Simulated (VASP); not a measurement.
# Mg (P6_3/mmc) in VASP: notebook, part 2 of 2

VASP 6.6.1.

### 4 Single point, r2SCAN (19.87 Å³/atom)

This run uses another cell than the first one, of 19.87 Å³/atom.

Input file POSCAR:

```
Mg
1.0
    3.0529897678      0.0000000000      0.0000000000
   -1.5264948839      2.6439666964      0.0000000000
    0.0000000000      0.0000000000      4.9223430402
Mg
2
Direct
    0.3333333333      0.6666666667      0.2500000000
    0.6666666667      0.3333333333      0.7500000000
```

Input file INCAR.step1:

```
PREC = Accurate ; ENCUT = 520
ISMEAR = 0 ; SIGMA = 0.05
LREAL = False ; LASPH = True
NELM = 60 ; NBANDS = 9
GGA = PE ; ALGO = Normal
EDIFF = 1E-4 ; LWAVE = True
LCHARG = False
```

Input file INCAR.step2:

```
PREC = Accurate ; ENCUT = 520
EDIFF = 1E-6 ; ISMEAR = 0
SIGMA = 0.05 ; LREAL = False
LASPH = True ; NELM = 60
ALGO = Normal ; ISIF = 2
LWAVE = False ; LCHARG = False
METAGGA = R2SCAN ; LMIXTAU = True
NBANDS = 9 ; ISTART = 1
```

Input file KPOINTS:

```
Automatic mesh
0
Gamma
  16 16 10
```

Potentials or basis: VASP PAW PBE potentials, release 64 (Mg).

Started as:

```bash
cat potpaw_PBE.64/Mg/POTCAR > POTCAR
cp INCAR.step1 INCAR
mpirun -np 1 vasp_std > vasp.out
cp INCAR.step2 INCAR
mpirun -np 1 vasp_std > vasp.out
```

OUTCAR:

```text
PREC = Accurate
   ENCUT = 520
   EDIFF = 1E-6
   ISMEAR = 0
   LREAL = False
   LASPH = True
   NELM = 60
   ISIF = 2
   METAGGA = R2SCAN
   ISTART = 1

 ion  position               nearest neighbor table
   1  0.333  0.667  0.250-   2 3.03   2 3.03   2 3.03   2 3.03   2 3.03   2 3.03
   2  0.667  0.333  0.750-   1 3.03   1 3.03   1 3.03   1 3.03   1 3.03   1 3.03

  LATTYP: Found a hexagonal cell.
 ALAT       =     3.0529897678
 C/A-ratio  =     1.6123025017

  Lattice vectors:

[... 478 lines left out ...]
------------------------ aborting loop because EDIFF is reached ----------------------------------------

  FORCE on cell =-STRESS in cart. coord.  units (eV):
  Direction    XX          YY          ZZ          XY          YZ          ZX
  --------------------------------------------------------------------------------------
  -------------------------------------------------------------------------------------
  Total        1.5437227      1.5437227      1.5245686      0.0000000     -0.0000000      0.0000000
  in kB       62.2481812     62.2481812     61.4758205      0.0000000     -0.0000000      0.0000000
  external PRESSURE =      61.9907277 kB  Pullay stress =       0.0000000 kB

 VOLUME and BASIS-vectors are now :
 -----------------------------------------------------------------------------
  energy-cutoff  :      520.00
  volume of cell :       39.73
      direct lattice vectors                 reciprocal lattice vectors
     3.052989768  0.000000000  0.000000000     0.327547773  0.189109795  0.000000000
    -1.526494884  2.643966696  0.000000000     0.000000000  0.378219590  0.000000000
     0.000000000  0.000000000  4.922343040     0.000000000  0.000000000  0.203155284

 POSITION                                       TOTAL-FORCE (eV/Angst)
 -----------------------------------------------------------------------------------
     -0.00000      1.76264      1.23059         0.000000     -0.000000      0.000000
      1.52649      0.88132      3.69176        -0.000000      0.000000      0.000000
 -----------------------------------------------------------------------------------
    total drift:                               -0.000000      0.000000     -0.000000

  FREE ENERGIE OF THE ION-ELECTRON SYSTEM (eV)
  ---------------------------------------------------
  free  energy   TOTEN  =        -8.1999255903 eV

  energy  without entropy=       -8.1988547374  energy(sigma->0) =       -8.19939016
```

OUTCAR.step1:

```text
PREC = Accurate
   ENCUT = 520
   ISMEAR = 0
   LREAL = False
   LASPH = True
[... 513 lines left out ...]
     -0.00000      1.76264      1.23059         0.000000      0.000000      0.000000
      1.52649      0.88132      3.69176        -0.000000      0.000000      0.000000
 -----------------------------------------------------------------------------------
    total drift:                               -0.000000      0.000000     -0.000000

  FREE ENERGIE OF THE ION-ELECTRON SYSTEM (eV)
  ---------------------------------------------------
  free  energy   TOTEN  =        -2.8926697958 eV

  energy  without entropy=       -2.8917808138  energy(sigma->0) =       -2.89222530
```

It took 81 s on 1 thread of Intel Xeon 6975P-C (Granite Rapids), shared host; peak memory 0.21 GiB.

What came out:

```yaml
Free_energy: -8.1999 eV
Pressure: 6.2 GPa
Band_gap_on_the_k_mesh: zero (bands 2 and 3 overlap by 2.17 eV)
```

Caveat: the cell stands under pressure; the PAW data sets were made with another functional, which shifts forces and pressure a little.

### 5 Single point, r2SCAN (16.25 Å³/atom)

This run uses another cell than the first one, of 16.25 Å³/atom.

Input file POSCAR:

```
Mg
1.0
    2.8554548014      0.0000000000      0.0000000000
   -1.4277274007      2.4728963974      0.0000000000
    0.0000000000      0.0000000000      4.6038569199
Mg
2
Direct
    0.3333333333      0.6666666667      0.2500000000
    0.6666666667      0.3333333333      0.7500000000
```

Edit INCAR.step1 of step 4 so:

```diff
@@ -3,3 +3,3 @@
 LREAL = False ; LASPH = True
-NELM = 60 ; NBANDS = 9
+NELM = 80 ; NBANDS = 9
 GGA = PE ; ALGO = Normal
```

Edit INCAR.step2 of step 4 so:

```diff
@@ -3,3 +3,3 @@
 SIGMA = 0.05 ; LREAL = False
-LASPH = True ; NELM = 60
+LASPH = True ; NELM = 80
 ALGO = Normal ; ISIF = 2
```

Input file KPOINTS:

```
regular mesh
0
Gamma
  18 18 10
```

Potentials or basis: VASP PAW PBE potentials, release 64 (Mg).

Started as:

```bash
cat potpaw_PBE.64/Mg/POTCAR > POTCAR
cp INCAR.step1 INCAR
mpirun -np 1 vasp_std > vasp.out
cp INCAR.step2 INCAR
mpirun -np 1 vasp_std > vasp.out
```

OUTCAR:

```text
PREC = Accurate
   ENCUT = 520
   EDIFF = 1E-6
   ISMEAR = 0
   LREAL = False
   LASPH = True
   NELM = 80
   ISIF = 2
   METAGGA = R2SCAN
   ISTART = 1

 ion  position               nearest neighbor table
   1  0.333  0.667  0.250-   2 2.83   2 2.83   2 2.83   2 2.83   2 2.83   2 2.83
   2  0.667  0.333  0.750-   1 2.83   1 2.83   1 2.83   1 2.83   1 2.83   1 2.83

  LATTYP: Found a hexagonal cell.
 ALAT       =     2.8554548014
 C/A-ratio  =     1.6123025017

  Lattice vectors:

 A1 = (   2.8554548014,   0.0000000000,   0.0000000000)
 A2 = (  -1.4277274007,   2.4728963974,   0.0000000000)
 A3 = (   0.0000000000,   0.0000000000,   4.6038569199)

Analysis of symmetry for initial positions (statically):
=====================================================================
 Subroutine PRICEL returns:
 Original cell was already a primitive cell.

 Routine SETGRP: Setting up the symmetry group for a
 hexagonal supercell.

 Subroutine GETGRP returns: Found 24 space group operations
 (whereof 12 operations were pure point group operations)
 out of a pool of 24 trial point group operations.

The static configuration has the point symmetry D_3d.
[... 170 lines left out ...]

 k-point     1 :       0.0000    0.0000    0.0000
  band No.  band energies     occupation
      1      -4.3327      2.00000
      2       2.2815      2.00000
      3       3.5980      2.00000
      4      18.5219      0.00000
      5      18.5219      0.00000
      6      19.4722      0.00000
      7      19.4722      0.00000
      8      19.5846      0.00000
      9      22.6614      0.00000
[... 265 lines left out ...]
 k-point    24 :       0.3889    0.1111    0.0000
  band No.  band energies     occupation
      1       0.8589      2.00000
      2       3.4984      2.00000
      3       7.0531      0.00000
      4       8.2751      0.00000
      5       9.6613      0.00000
      6      10.0201      0.00000
      7      13.5967      0.00000
      8      16.1558      0.00000
      9      19.0807      0.00000

 [... further k-points ...]

------------------------ aborting loop because EDIFF is reached ----------------------------------------

  FORCE on cell =-STRESS in cart. coord.  units (eV):
  Direction    XX          YY          ZZ          XY          YZ          ZX
  --------------------------------------------------------------------------------------
  -------------------------------------------------------------------------------------
  Total        4.8884481      4.8884481      4.8985680      0.0000000     -0.0000000     -0.0000000
  in kB      240.9231648    240.9231648    241.4219174      0.0000000     -0.0000000     -0.0000000
  external PRESSURE =     241.0894157 kB  Pullay stress =       0.0000000 kB

 VOLUME and BASIS-vectors are now :
 -----------------------------------------------------------------------------
  energy-cutoff  :      520.00
  volume of cell :       32.51
      direct lattice vectors                 reciprocal lattice vectors
     2.855454801  0.000000000  0.000000000     0.350206909  0.202192053  0.000000000
    -1.427727401  2.472896397  0.000000000     0.000000000  0.404384106  0.000000000
     0.000000000  0.000000000  4.603856920     0.000000000  0.000000000  0.217209183

 POSITION                                       TOTAL-FORCE (eV/Angst)
 -----------------------------------------------------------------------------------
     -0.00000      1.64860      1.15096         0.000000     -0.000000      0.000000
      1.42773      0.82430      3.45289        -0.000000      0.000000      0.000000
 -----------------------------------------------------------------------------------
    total drift:                                0.000000     -0.000000      0.000000

  FREE ENERGIE OF THE ION-ELECTRON SYSTEM (eV)
  ---------------------------------------------------
  free  energy   TOTEN  =        -7.5837863865 eV

  energy  without entropy=       -7.5831166482  energy(sigma->0) =       -7.58345152
```

OSZICAR.step1:

```text
N       E                     dE             d eps       ncg     rms          rms(c)
DAV:   1     0.110828088137E+01    0.11083E+01   -0.14222E+03  3996   0.330E+02
DAV:   2    -0.222951799116E+01   -0.33378E+01   -0.32088E+01  5499   0.319E+01
DAV:   3    -0.227865721545E+01   -0.49139E-01   -0.49023E-01  5129   0.312E+00
DAV:   4    -0.227879794124E+01   -0.14073E-03   -0.14072E-03  5175   0.164E-01
DAV:   5    -0.227879848686E+01   -0.54562E-06   -0.54564E-06  4854   0.968E-03    0.961E-01
DAV:   6    -0.226243355724E+01    0.16365E-01   -0.25413E-04  4721   0.127E-01    0.613E-01
DAV:   7    -0.225030363187E+01    0.12130E-01   -0.49365E-04  4267   0.181E-01    0.281E-02
DAV:   8    -0.225022362159E+01    0.80010E-04   -0.19002E-05  2575   0.254E-02
   1 F= -.22502236E+01 E0= -.22498779E+01  d E =-.691460E-03
```

It took 77 s on 1 thread of Intel Xeon 6975P-C (Granite Rapids), shared host; peak memory 0.2 GiB.

Results:

| Property | Result |
| --- | --- |
| Free energy | -7.5838 eV |
| Pressure | 24.1 GPa |
| Band gap on the k mesh | zero (bands 2 and 3 overlap by 2.09 eV) |

Levels at points of the mesh, in eV from the Fermi level:
```tsv
k point	band 1	band 2	band 3	band 4	band 5
(0.00, 0.00, 0.00)	-9.08	-2.47	-1.15	13.77	13.77
(0.50, 0.00, 0.00)	-3.07	-2.59	3.21	3.43	4.77
(0.00, 0.00, 0.50)	-7.22	-7.22	6.63	6.63	14.60
(0.50, 0.00, 0.50)	-1.69	-1.69	-0.35	-0.35	9.74
```

Caveat: the cell stands under pressure; the PAW data sets were made with another functional, which shifts forces and pressure a little.

### 6 The runs side by side

```csv
task,level,cell,k mesh,cutoff (eV),gap on the mesh (eV),pressure (GPa)
single point,PBE,"a = 3.185, b = 3.185, c = 5.231 Å, angles 90.0, 90.0, 120.0°, 2 atoms",8 × 8 × 4,520,none,-0.2
relaxation of cell and atoms,PBE,"relaxed from a = 3.209, b = 3.209, c = 5.210 Å, angles 90.0, 90.0, 120.0°, 2 atoms",8 × 8 × 4,600,none,0.0
single point,r2SCAN,"a = 3.053, b = 3.053, c = 4.922 Å, angles 90.0, 90.0, 120.0°, 2 atoms",16 × 16 × 10,520,none,6.2
single point,r2SCAN,"a = 2.855, b = 2.855, c = 4.604 Å, angles 90.0, 90.0, 120.0°, 2 atoms",18 × 18 × 10,520,none,24.1
```

Alike in all rows: potentials or basis VASP PAW PBE potentials, release 64 (Mg); no spin polarisation; smearing gaussian 0.05 eV.

Caveats: the cell stands under pressure (at least some runs); the PAW data sets were made with another functional, which shifts forces and pressure a little (at least some runs).

Total energies depend on the potentials used, so only differences within one code and one set of settings carry meaning.
